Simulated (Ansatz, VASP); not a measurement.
## Two plane-wave programs on Ge

File INCAR:

```
PREC     = Accurate       # precision mode
ENCUT    = 600            # plane-wave cutoff, eV
EDIFF    = 1E-7           # SCF threshold, eV
ISMEAR   = 1              # smearing method
SIGMA    = 0.1            # smearing width, eV
LREAL    = F              # projectors in reciprocal space
LASPH    = T              # aspherical terms in the spheres
NELM     = 100            # most SCF steps
ALGO     = Normal         # electronic algorithm
ISIF     = 3              # what is computed and relaxed
LWAVE    = F              # write WAVECAR
LCHARG   = F              # write CHGCAR
GGA      = PS             # functional
IVDW     = 12             # dispersion correction
IBRION   = 2              # ionic algorithm
NSW      = 100            # ionic steps
EDIFFG   = -0.03          # ionic threshold
```

File KPOINTS:

```
regular mesh
0
Gamma
  12 12 12
```

Contents of POSCAR:

```
Ge
1.0
   -2.5744900000      2.5744900000      1.3974130000
    2.5744900000     -2.5744900000      1.3974130000
    2.5744900000      2.5744900000     -1.3974130000
Ge
2
Direct
    0.2500000000      0.7500000000      0.5000000000
    0.5000000000      0.5000000000      0.0000000000
```

Input for Ansatz:

```yaml
crystal:
  lattice:
    - [-2.57449, 2.57449, 1.397413]
    - [2.57449, -2.57449, 1.397413]
    - [2.57449, 2.57449, -1.397413]
  atoms:
    - { symbol: Ge, position: [0.25, 0.75, 0.5] }
    - { symbol: Ge, position: [0.5, 0.5, 0.0] }
basis:
  ecutwfc: 550.0
kpoints:
  mp_grid:
    grid: [12, 12, 12]
hamiltonian:
  xc: pbesol
  dispersion: d3bj
scf:
  convergence:
    dr2_threshold: 1.0e-09
  occupations:
    method: cold
    width: 0.1
relax:
  f_tol: 0.03
  max_steps: 100
  cell: {}
```

Alike in both runs: task relaxation of cell and atoms; functional PBEsol; dispersion D3(BJ); k mesh 12 × 12 × 12; no spin polarisation.

```csv
,VASP,Ansatz
version,VASP 6.6.1,Ansatz 0.2.0
potentials or method,"VASP PAW PBE potentials, release 64 (Ge_d), cutoff 600 eV","plane waves, PAW"
occupations,"methfessel-paxton of order 1, width 0.1 eV","cold, width 0.1 eV"
valence electrons in the cell,28,28
```

|  | VASP | Ansatz | Ansatz less VASP |
| --- | --- | --- | --- |
| relaxed volume (Å³/atom) | 17.69 | 17.66 | -0.031 |
| relaxed cell length with the largest relative difference (Å) | 3.836 | 3.834 | -0.0027 |

VASP's potentials were made for PBE, not for PBEsol. Ansatz's warnings: stress scf threshold loose.
